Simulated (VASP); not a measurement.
# TiC (I4mm) in VASP: further runs

The runs below take TiC through single point, with PBE.

Everything below comes from runs of VASP 6.6.1. Logs are shortened: lines on timing, memory, paths and dates and some standing lists are left out, and cuts for length are marked.

**1. The cell of the first run**

Symmetry: I4mm, No. 107, tetragonal system. Conventional cell: a = 3.060 Å, b = 3.060 Å, c = 4.328 Å, α = 90.00°, β = 90.00°, γ = 90.00°. Within 2.5 Å of Ti (site symmetry 4mm) lie 6 C at 1.90 to 2.43 Å. C (site symmetry 4mm) has 6 Ti at 1.90 to 2.43 Å within 2.5 Å.

**2. Single point, PBE**

INCAR

```
SYSTEM = TiC
  PREC = Accurate
  ENCUT = 520
  EDIFF = 1E-6
  ISMEAR = 0
  SIGMA = 0.15
  LREAL = .False.
  LASPH = .True.
  NELM = 100
  ALGO = Normal
  ISIF = 2
  LWAVE = .False.
  LCHARG = .False.
  GGA = PE
  NBANDS = 15
```

KPOINTS

```
Automatic mesh
0
Gamma
  18 18 18
  0 0 0
```

POSCAR

```
TiC
1.0
    0.0000000000      2.1640000000      2.1640000000
    2.1640000000      0.0000000000      2.1640000000
    2.1640000000      2.1640000000      0.0000000000
Ti C
1 1
Direct
   -0.0606515712     -0.0606515712      0.0606515712
    0.5000000000      0.5000000000      0.5000000000
```

Potentials or basis: VASP PAW PBE potentials, release 64 (Ti_sv, C).

On the command line:

```console
$ cat potpaw_PBE.64/Ti_sv/POTCAR potpaw_PBE.64/C/POTCAR > POTCAR
$ mpirun -np 1 vasp_std > vasp.out
```

OUTCAR:

```text
SYSTEM = TiC
   PREC = Accurate
   ENCUT = 520
   EDIFF = 1E-6
   ISMEAR = 0
   LREAL = .False.
   LASPH = .True.
   NELM = 100
   ISIF = 2
   GGA = PE

 ion  position               nearest neighbor table
   1  0.939  0.939  0.061-   2 1.90   2 2.18   2 2.18   2 2.18   2 2.18   2 2.43
   2  0.500  0.500  0.500-   1 1.90   1 2.18   1 2.18   1 2.18   1 2.18   1 2.43

  LATTYP: Found a face centered cubic cell.
 ALAT       =     4.3280000000

  Lattice vectors:

 A1 = (   0.0000000000,   2.1640000000,   2.1640000000)
 A2 = (   2.1640000000,   0.0000000000,   2.1640000000)
 A3 = (   2.1640000000,   2.1640000000,   0.0000000000)

Analysis of symmetry for initial positions (statically):
=====================================================================
 Subroutine PRICEL returns:
 Original cell was already a primitive cell.

 Routine SETGRP: Setting up the symmetry group for a
 face centered cubic supercell.

 Subroutine GETGRP returns: Found  8 space group operations
 (whereof  8 operations were pure point group operations)
 out of a pool of 48 trial point group operations.

The static configuration has the point symmetry C_4v.

Analysis of symmetry for dynamics (positions and initial velocities):
=====================================================================
 Subroutine PRICEL returns:
 Original cell was already a primitive cell.

 Routine SETGRP: Setting up the symmetry group for a
 face centered cubic supercell.

 Subroutine GETGRP returns: Found  8 space group operations
 (whereof  8 operations were pure point group operations)
 out of a pool of 48 trial point group operations.

The dynamic configuration has the point symmetry C_4v.

 Subroutine INISYM returns: Found  8 space group operations
 (whereof  8 operations are pure point group operations),
 and found     1 'primitive' translations

----------------------------------------------------------------------------------------

                                     Primitive cell

  volume of cell :      20.2676

  direct lattice vectors                    reciprocal lattice vectors
     0.000000000  2.164000000  2.164000000    -0.231053604  0.231053604  0.231053604
     2.164000000  0.000000000  2.164000000     0.231053604 -0.231053604  0.231053604
     2.164000000  2.164000000  0.000000000     0.231053604  0.231053604 -0.231053604

  length of vectors
     3.060358149  3.060358149  3.060358149     0.400196582  0.400196582  0.400196582

  position of ions in fractional coordinates (direct lattice)
     0.939348429  0.939348429  0.060651571
     0.500000000  0.500000000  0.500000000

  ion indices of the primitive-cell ions
   primitive index   ion index
                 1           1
                 2           2

----------------------------------------------------------------------------------------
[... 87 lines left out ...]
   IALGO  =     38    algorithm
   IMIX   =      4    mixing-type and parameters
     AMIX     =   0.40;   BMIX     =  1.00
     AMIX_MAG =   1.60;   BMIX_MAG =  1.00
  volume/ion in A,a.u.               =      10.13        68.39
  Fermi-wavevector in a.u.,A,eV,Ry     =   1.513030  2.859212 31.147275  2.289260
  Thomas-Fermi vector in A             =   2.622876
   LORBIT       =      0    0 simple, 1 ext, 2 COOP (PROOUT), +10 PAW based schemes
   GGA     = PE    functional components
   LHFCALC =     F    Hartree Fock is set to
   AEXX    =    0.0000 exact exchange contribution
   IVDW    =     0    specifies the selected vdW correction
   LEPSILON=     F    determine dielectric tensor
   LRPA    =     F    only Hartree local field effects (RPA)
 non-spin polarized calculation
 Gauss-broadening in eV      SIGMA  =   0.15
  energy-cutoff  :      520.00
  volume of cell :       20.27
 maximum number of plane-waves:       568
   NGX = 11   NGY = 11   NGZ = 11

 number of electron      16.0000000 magnetization

 Free energy of the ion-electron system (eV)
  ---------------------------------------------------
  ext. energy  EPLUGINS =         0.00000000
  ---------------------------------------------------
  free energy    TOTEN  =       -18.37130053 eV

  energy without entropy =      -18.36966146  energy(sigma->0) =      -18.37048100

 E-fermi :   9.4209     XC(G=0): -12.6732

 val. band max:        9.4028984383   @ k =   0.5000   0.5000   0.0000
 cond. band min:       9.4459252270   @ k =   0.3889   0.3333   0.0556
 fundamental gap:      0.0430267887
 Fermi energy:         9.4209417854

 k-point     1 :       0.0000    0.0000    0.0000
  band No.  band energies     occupation
      1     -47.1123      2.00000
      2     -23.1497      2.00000
      3     -23.1497      2.00000
      4     -23.1481      2.00000
      5      -2.9035      2.00000
      6       8.9982      1.99993
      7       8.9982      1.99993
      8       9.1231      1.99502
      9      10.1546      0.00000
     10      11.1839      0.00000
     11      12.4677      0.00000
     12      12.4677      0.00000
     13      13.7171      0.00000
     14      19.6619      0.00000
[... 401 lines left out ...]
      2     -23.5773      2.00000
      3     -23.2016      2.00000
      4     -23.1967      2.00000
      5      -0.3613      2.00000
      6       4.6761      2.00000
      7       6.7959      2.00000
      8       7.1568      2.00000
      9      11.6348      0.00000
     10      12.0375      0.00000
     11      12.9987      0.00000
     12      16.5370      0.00000
     13      16.8120      0.00000
     14      19.6800      0.00000
     15      24.8799      0.00000

 [... further k-points ...]

------------------------ aborting loop because EDIFF is reached ----------------------------------------

  FORCE on cell =-STRESS in cart. coord.  units (eV):
  Direction    XX          YY          ZZ          XY          YZ          ZX
  --------------------------------------------------------------------------------------
  -------------------------------------------------------------------------------------
  Total        0.2429407      0.2429407      3.2166774      0.0000000      0.0000000      0.0000000
  in kB       19.2047679     19.2047679    254.2824152      0.0000000      0.0000000      0.0000000
  external PRESSURE =      97.5639836 kB  Pullay stress =       0.0000000 kB

 VOLUME and BASIS-vectors are now :
 -----------------------------------------------------------------------------
  energy-cutoff  :      520.00
  volume of cell :       20.27
      direct lattice vectors                 reciprocal lattice vectors
     0.000000000  2.164000000  2.164000000    -0.231053604  0.231053604  0.231053604
     2.164000000  0.000000000  2.164000000     0.231053604 -0.231053604  0.231053604
     2.164000000  2.164000000  0.000000000     0.231053604  0.231053604 -0.231053604

 POSITION                                       TOTAL-FORCE (eV/Angst)
 -----------------------------------------------------------------------------------
      2.16400      2.16400      4.06550         0.000000      0.000000      2.884494
      2.16400      2.16400      2.16400         0.000000      0.000000     -2.884494
 -----------------------------------------------------------------------------------
    total drift:                               -0.000000     -0.000000      0.000255

  FREE ENERGIE OF THE ION-ELECTRON SYSTEM (eV)
  ---------------------------------------------------
  free  energy   TOTEN  =       -18.3713005332 eV

  energy  without entropy=      -18.3696614649  energy(sigma->0) =      -18.37048100
```

It took 86 s on 1 thread of AMD EPYC 9R45 (Zen 5), shared host; peak memory 0.23 GiB.

Results:

```yaml
Free_energy: -18.3713 eV
Pressure: 9.8 GPa
Largest_force: 2.884 eV/Å
Band_gap_on_the_k_mesh: zero (bands 8 and 9 overlap by 0.86 eV)
```

Forces on the atoms (eV/Å):
```
Ti   0.000  0.000  2.884
C    0.000  0.000 -2.884
```

Caveat: the cell differs from its parent crystal (all Ti atoms moved +0.263 Å, as atom 1 towards its neighbour atom 2 (C) at 2.164 Å); the cell stands under pressure; forces of over 1 eV/Å act on the atoms, so gaps and moduli don't describe the material at rest.

**3. Single point, PBE**

INCAR

```
SYSTEM = TiC
PREC = Accurate
ENCUT = 520
EDIFF = 1E-6
ISMEAR = 0
SIGMA = 0.15
LREAL = .False.
LASPH = .True.
NELM = 100
ALGO = Normal
ISIF = 2
LWAVE = .False.
LCHARG = .True.
GGA = PE
LELF = .True.
LVHAR = .True.
NBANDS = 15
```

KPOINTS is that of step 2.

POSCAR: that of step 2 with these lines changed.

```diff
@@ -8,3 +8,3 @@
 Direct
-   -0.0606515712     -0.0606515712      0.0606515712
+   -0.0433225508     -0.0433225508      0.0433225508
     0.5000000000      0.5000000000      0.5000000000
```

Potentials or basis: VASP PAW PBE potentials, release 64 (Ti_sv, C).

On the command line:

```console
$ cat potpaw_PBE.64/Ti_sv/POTCAR potpaw_PBE.64/C/POTCAR > POTCAR
$ mpirun -np 1 vasp_std > vasp.out
```

OUTCAR:

```text
SYSTEM = TiC
   PREC = Accurate
   ENCUT = 520
   EDIFF = 1E-6
   ISMEAR = 0
   LREAL = .False.
   LASPH = .True.
   NELM = 100
   ISIF = 2
   GGA = PE

 ion  position               nearest neighbor table
   1  0.957  0.957  0.043-   2 1.98   2 2.17   2 2.17   2 2.17   2 2.17   2 2.35
   2  0.500  0.500  0.500-   1 1.98   1 2.17   1 2.17   1 2.17   1 2.17   1 2.35

  LATTYP: Found a face centered cubic cell.
 ALAT       =     4.3280000000

  Lattice vectors:

 A1 = (   0.0000000000,   2.1640000000,   2.1640000000)
 A2 = (   2.1640000000,   0.0000000000,   2.1640000000)
 A3 = (   2.1640000000,   2.1640000000,   0.0000000000)

Analysis of symmetry for initial positions (statically):
=====================================================================
 Subroutine PRICEL returns:
 Original cell was already a primitive cell.

 Routine SETGRP: Setting up the symmetry group for a
 face centered cubic supercell.

 Subroutine GETGRP returns: Found  8 space group operations
 (whereof  8 operations were pure point group operations)
 out of a pool of 48 trial point group operations.

The static configuration has the point symmetry C_4v.

Analysis of symmetry for dynamics (positions and initial velocities):
=====================================================================
 Subroutine PRICEL returns:
 Original cell was already a primitive cell.

 Routine SETGRP: Setting up the symmetry group for a
 face centered cubic supercell.

 Subroutine GETGRP returns: Found  8 space group operations
 (whereof  8 operations were pure point group operations)
 out of a pool of 48 trial point group operations.

The dynamic configuration has the point symmetry C_4v.

 Subroutine INISYM returns: Found  8 space group operations
 (whereof  8 operations are pure point group operations),
 and found     1 'primitive' translations

----------------------------------------------------------------------------------------

                                     Primitive cell

  volume of cell :      20.2676

  direct lattice vectors                    reciprocal lattice vectors
     0.000000000  2.164000000  2.164000000    -0.231053604  0.231053604  0.231053604
     2.164000000  0.000000000  2.164000000     0.231053604 -0.231053604  0.231053604
[... 123 lines left out ...]
 number of electron      16.0000000 magnetization

 Free energy of the ion-electron system (eV)
  ---------------------------------------------------
  ext. energy  EPLUGINS =         0.00000000
  ---------------------------------------------------
  free energy    TOTEN  =       -18.54659027 eV

  energy without entropy =      -18.54497444  energy(sigma->0) =      -18.54578235

 E-fermi :   9.4963     XC(G=0): -12.6914

 val. band max:        9.4913111276   @ k =   0.0000  -0.0556   0.0556
 cond. band min:       9.5046443597   @ k =   0.5000   0.4444   0.0000
 fundamental gap:      0.0133332320
 Fermi energy:         9.4963079977

 k-point     1 :       0.0000    0.0000    0.0000
  band No.  band energies     occupation
      1     -47.1321      2.00000
      2     -23.1640      2.00000
      3     -23.1640      2.00000
      4     -23.1562      2.00000
      5      -2.9348      2.00000
      6       9.3990      1.64113
      7       9.3990      1.64113
      8       9.6381      0.18141
      9      10.1389      0.00000
     10      11.1656      0.00000
     11      11.9629      0.00000
     12      11.9629      0.00000
     13      12.9301      0.00000
     14      19.8014      0.00000
[... 401 lines left out ...]
      2     -23.5859      2.00000
      3     -23.2130      2.00000
      4     -23.2069      2.00000
      5      -0.3723      2.00000
      6       4.7169      2.00000
      7       6.7877      2.00000
      8       7.0852      2.00000
      9      11.6884      0.00000
     10      12.0752      0.00000
     11      13.0011      0.00000
     12      16.5013      0.00000
     13      16.9183      0.00000
     14      19.4041      0.00000
     15      24.9679      0.00000

 [... further k-points ...]

------------------------ aborting loop because EDIFF is reached ----------------------------------------

  FORCE on cell =-STRESS in cart. coord.  units (eV):
  Direction    XX          YY          ZZ          XY          YZ          ZX
  --------------------------------------------------------------------------------------
  -------------------------------------------------------------------------------------
  Total        0.2096287      0.2096287      1.6141956      0.0000000      0.0000000     -0.0000000
  in kB       16.5714098     16.5714098    127.6042055      0.0000000      0.0000000     -0.0000000
  external PRESSURE =      53.5823417 kB  Pullay stress =       0.0000000 kB

 VOLUME and BASIS-vectors are now :
 -----------------------------------------------------------------------------
  energy-cutoff  :      520.00
  volume of cell :       20.27
      direct lattice vectors                 reciprocal lattice vectors
     0.000000000  2.164000000  2.164000000    -0.231053604  0.231053604  0.231053604
     2.164000000  0.000000000  2.164000000     0.231053604 -0.231053604  0.231053604
     2.164000000  2.164000000  0.000000000     0.231053604  0.231053604 -0.231053604

 POSITION                                       TOTAL-FORCE (eV/Angst)
 -----------------------------------------------------------------------------------
      2.16400      2.16400      4.14050         0.000000      0.000000      1.828826
      2.16400      2.16400      2.16400         0.000000      0.000000     -1.828826
 -----------------------------------------------------------------------------------
    total drift:                                0.000000      0.000000      0.000138

  FREE ENERGIE OF THE ION-ELECTRON SYSTEM (eV)
  ---------------------------------------------------
  free  energy   TOTEN  =       -18.5465902677 eV

  energy  without entropy=      -18.5449744356  energy(sigma->0) =      -18.54578235
```

OSZICAR:

```text
N       E                     dE             d eps       ncg     rms          rms(c)
DAV:   1     0.110307042093E+03    0.11031E+03   -0.72891E+03 14416   0.125E+03
DAV:   2    -0.161086187190E+02   -0.12642E+03   -0.11796E+03 15219   0.332E+02
DAV:   3    -0.239601841337E+02   -0.78516E+01   -0.77467E+01 20725   0.766E+01
DAV:   4    -0.241543164971E+02   -0.19413E+00   -0.19396E+00 17035   0.117E+01
DAV:   5    -0.241596107645E+02   -0.52943E-02   -0.52939E-02 19744   0.165E+00    0.187E+01
DAV:   6    -0.191060512880E+02    0.50536E+01   -0.11812E+01 21092   0.566E+01    0.677E+00
DAV:   7    -0.185769968863E+02    0.52905E+00   -0.20704E+00 16922   0.207E+01    0.500E+00
DAV:   8    -0.185492033202E+02    0.27794E-01   -0.11550E-01 16306   0.396E+00    0.305E+00
DAV:   9    -0.185494502822E+02   -0.24696E-03   -0.77552E-02 20564   0.358E+00    0.727E-01
DAV:  10    -0.185478528077E+02    0.15975E-02   -0.10021E-02 18776   0.140E+00    0.518E-01
DAV:  11    -0.185466322108E+02    0.12206E-02   -0.22906E-03 17144   0.679E-01    0.895E-02
DAV:  12    -0.185465932826E+02    0.38928E-04   -0.18635E-04 16836   0.137E-01    0.241E-02
DAV:  13    -0.185465904436E+02    0.28390E-05   -0.12868E-05 17501   0.403E-02    0.777E-03
DAV:  14    -0.185465902677E+02    0.17589E-06   -0.23842E-07 11589   0.675E-03
   1 F= -.18546590E+02 E0= -.18545782E+02  d E =-.161583E-02
```

It took 92 s on 1 thread of AMD EPYC 9R45 (Zen 5), shared host; peak memory 0.23 GiB.

What came out:

| Item | Value |
| --- | --- |
| Free energy | -18.5466 eV |
| Pressure | 5.4 GPa |
| Largest force | 1.829 eV/Å |
| Band gap on the k mesh | zero (bands 8 and 9 overlap by 1.08 eV) |

Forces on the atoms (eV/Å):
```
Ti   0.000  0.000  1.829
C    0.000  0.000 -1.829
```

Levels at points of the mesh, in eV from the Fermi level:
```
           k point  band 6  band 7  band 8  band 9  band 10  band 11
(0.00, 0.00, 0.00)   -0.10   -0.10    0.14    0.64     1.67     2.47
(0.50, 0.00, 0.00)   -5.87   -2.93   -2.88    2.80     2.89     4.07
(0.50, 0.50, 0.00)   -3.35   -1.69   -0.09   -0.09     2.68     3.47
(0.00, 0.50, 0.50)   -3.50   -2.36   -0.30    0.72     3.04     3.46
```

Caveat: the cell differs from its parent crystal (all Ti atoms moved +0.188 Å, as atom 1 towards its neighbour atom 2 (C) at 2.164 Å); the cell stands under pressure; forces of over 1 eV/Å act on the atoms, so gaps and moduli don't describe the material at rest.
